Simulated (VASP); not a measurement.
A run of VASP 6.6.1 is set up as follows.

INCAR

```
SYSTEM = Rb2CoO2
ALGO = Normal
EDIFF = 1E-6
ENCUT = 520
GGA = PE
ISIF = 2
ISMEAR = 1
LASPH = .True.
LCHARG = .False.
LREAL = .False.
LWAVE = .False.
NBANDS = 28
NELM = 100
PREC = Accurate
SIGMA = 0.01
```

KPOINTS

```
k-points
0
Gamma
  5 5 5
  0 0 0
```

The input POSCAR:

```
Rb2CoO2
1.0
    0.0000000000      4.2292600000      0.0000000000
    4.2292600000      0.0000000000      0.0000000000
    2.1146300000      2.1146300000     -6.6728100000
Rb O Co
2 2 1
Direct
    0.3451000000      0.3451000000      0.3098000000
    0.6549000000      0.6549000000      0.6902000000
    0.1273000000      0.1273000000      0.7454000000
    0.8727000000      0.8727000000      0.2546000000
    0.0000000000      0.0000000000      0.0000000000
```

Potentials or basis: VASP PAW PBE potentials, release 64 (Rb_sv, O, Co).

Launch:

```console
$ cat potpaw_PBE.64/Rb_sv/POTCAR potpaw_PBE.64/O/POTCAR potpaw_PBE.64/Co/POTCAR > POTCAR
$ mpirun -np 1 vasp_std > vasp.out
```

(1) Predict the band gap on the k mesh.

(2) Predict the pressure.

Results:

(1) zero (an odd number of electrons rules out a gap without spin polarisation).

(2) -1.4 GPa.

Caveat: an odd number of electrons without spin polarisation forces a metal; a magnetic or distorted state may lie lower; the run has no spin polarisation, though such a crystal can be magnetic.
